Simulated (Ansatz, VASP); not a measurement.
This is a calculation of CsNiN for Ansatz 0.2.0.

File input.yaml:

```yaml
crystal:
  lattice:
    - [5.4239349356, 0.0, 0.0]
    - [-2.7119674679, 4.6972654427, 0.0]
    - [0.0, 0.0, 3.3762973187]
  atoms:
    - { symbol: Cs, position: [0.6666666667, 0.3333333333, 0.5] }
    - { symbol: Ni, position: [0.3333333333, 0.6666666667, 0.0], spin: 1.0 }
    - { symbol: "N", position: [0.3333333333, 0.6666666667, 0.5] }
hamiltonian:
  xc: pbe
  pseudopotentials: { kind: paw }
magnetization:
  spin_polarized: true
kpoints:
  mp_grid: { grid: [6, 6, 8] }
scf:
  occupations: { method: fermi_dirac, width: 0.05 }
output:
  forces: true
  stress: true
  eigenvalues: true
```

Potentials or basis: Ansatz PAW.

Run with:

```sh
$ ansatz run input.yaml --threads 2 --pin off --max-ram 5120MiB --backend cpu --events-out ev --progress --plain --runs-dir out
```

Task: Set up the same calculation for VASP 6.6.1. Potentials there: VASP PAW PBE potentials, release 64 (Cs_sv, Ni, N).

Result: As run (the cutoff follows the program's own potentials):

The input INCAR:

```
SYSTEM = CsNiN
PREC     = Accurate       ! precision mode
ENCUT    = 520            ! plane-wave cutoff, eV
EDIFF    = 1E-6           ! SCF threshold, eV
ISMEAR   = -1             ! smearing method
SIGMA    = 0.05           ! smearing width, eV
LREAL    = .FALSE.        ! projectors in reciprocal space
LASPH    = .TRUE.         ! aspherical terms in the spheres
NELM     = 150            ! most SCF steps
ALGO     = Normal         ! electronic algorithm
ISIF     = 2              ! what is computed and relaxed
LWAVE    = .FALSE.        ! write WAVECAR
LCHARG   = .FALSE.        ! write CHGCAR
ISPIN    = 2              ! spin polarisation
MAGMOM   = 0 1 0          ! initial moments
LORBIT   = 11             ! projections on sites
LMAXMIX  = 4              ! l up to which the mixer works
GGA      = PE             ! functional
NBANDS   = 23             ! bands
```

The input KPOINTS:

```
Automatic mesh
0
G
  6 6 8
  0 0 0
```

The input POSCAR:

```
CsNiN
1.0
    5.4239349356      0.0000000000      0.0000000000
   -2.7119674679      4.6972654427      0.0000000000
    0.0000000000      0.0000000000      3.3762973187
Cs Ni N
1 1 1
Direct
    0.6666666667      0.3333333333      0.5000000000
    0.3333333333      0.6666666667      0.0000000000
    0.3333333333      0.6666666667      0.5000000000
```

Potentials or basis: VASP PAW PBE potentials, release 64 (Cs_sv, Ni, N).

Command:

```bash
$ cat potpaw_PBE.64/Cs_sv/POTCAR potpaw_PBE.64/Ni/POTCAR potpaw_PBE.64/N/POTCAR > POTCAR
$ mpirun -np 1 vasp_std > vasp.out
```

Both were run:

|  | VASP | Ansatz | Ansatz less VASP |
| --- | --- | --- | --- |
| gap on the k mesh at the Fermi level (eV) | none | none | - |
| pressure (GPa) | 3.2 | 3.2 | 0.00 |
| traceless stress, the component that is largest in VASP (GPa) | 4.18 | 4.17 | -0.015 |
| net moment per atom (μB) | 0.12 | 0.12 | +0.001 |
| size of the moment on the site where the two differ most (μB) | 0.20 | 0.18 | -0.016 |

Site moments also hang on the region over which each program counts them. A gap of «none» marks a metal or a gap that the smearing closes. With one functional, cell and mesh, what is left measures potentials, basis and numerics. VASP's potentials hold 24 valence electrons a cell and Ansatz's 32, so a difference there can come from the potentials and not from the codes.

Spin-orbit coupling is off throughout.
